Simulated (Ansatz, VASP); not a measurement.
## Ba in VASP and in Ansatz

INCAR

```
SYSTEM = Ba
PREC = Accurate
ENCUT = 520
EDIFF = 1E-6
ISMEAR = 0
SIGMA = 0.15
LREAL = .FALSE.
LASPH = .TRUE.
NELM = 100
ALGO = Fast
ISIF = 2
LWAVE = .FALSE.
LCHARG = .TRUE.
GGA = PS
LELF = .TRUE.
LVHAR = .TRUE.
NBANDS = 11
```

KPOINTS

```
regular mesh
0
G
  16 16 10
  0 0 0
```

File POSCAR:

```
Ba
1.0
    1.8938657935     -3.5358619675      0.0000000000
    1.8938657935      3.5358619675      0.0000000000
    0.0000000000      0.0000000000      6.0739327496
Ba
1
Direct
    0.0000000000      0.0000000000      0.0000000000
```

Input for Ansatz:

```yaml
crystal:
  lattice:
    - [1.8938657935, -3.5358619675, 0.0]
    - [1.8938657935, 3.5358619675, 0.0]
    - [0.0, 0.0, 6.0739327496]
  atoms:
    - { symbol: Ba, position: [0.0, 0.0, 0.0] }
basis:
  ecutwfc: 420
kpoints:
  mp_grid: { grid: [16, 16, 10] }
hamiltonian:
  xc: pbesol
scf:
  occupations: { method: gaussian, width: 0.15 }
output:
  forces: true
  stress: true
  eigenvalues: true
```

Alike in both runs: task single point; functional PBEsol; k mesh 16 × 16 × 10; occupations gaussian, width 0.15 eV; no spin polarisation.

|  | VASP | Ansatz |
| --- | --- | --- |
| version | VASP 6.6.1 | Ansatz 0.2.0 |
| potentials or method | VASP PAW PBE potentials, release 64 (Ba_sv), cutoff 520 eV | scalar-relativistic, plane waves, PAW |
| valence electrons in the cell | 10 | 10 |

```csv
,VASP,Ansatz,Ansatz less VASP
gap on the k mesh at the Fermi level (eV),none,none,-
pressure (GPa),0.7,0.7,-0.07
"traceless stress, the component that is largest in VASP (GPa)",-2.81,-2.73,+0.078
```

VASP's potentials were made for PBE, not for PBEsol. A gap of «none» marks a metal or a gap that the smearing closes.

Neither program's run includes spin-orbit coupling.
